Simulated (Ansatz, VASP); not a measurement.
One calculation of CdTe, two programs

```xyz
2
Lattice="0.0000 3.3079 3.3079 3.3079 0.0000 3.3079 3.3079 3.3079 0.0000" Properties=species:S:1:pos:R:3 pbc="T T T"
Cd    0.0000    0.0000    0.0000
Te    1.6539    1.6539    1.6539
```

Alike in both runs: functional PBE; k mesh 9 × 9 × 9; occupations fermi-dirac, width 0.02 eV; no spin polarisation.

Ansatz relaxed the structure, and its values are those at the end. VASP's run is a single point on that final structure, the one shown.

```csv
,VASP,Ansatz
version,VASP 6.6.1,Ansatz 0.2.0
potentials or method,"VASP PAW PBE potentials, release 64 (Cd, Te)","PAW with Ansatz's default frozen-core files, scalar-relativistic"
plane-wave cutoff (eV),500,420
valence electrons in the cell,18,36
```

VASP gave:

```
pressure (GPa) : 0.2
```

Q: What did Ansatz give for the same quantities?

A: Pressure (GPa): 0.0.

With one functional, cell and mesh, what is left measures potentials, basis and numerics. VASP's potentials hold 18 valence electrons a cell and Ansatz's 36, so a difference there can come from the potentials and not from the codes.

Spin-orbit coupling is off throughout.
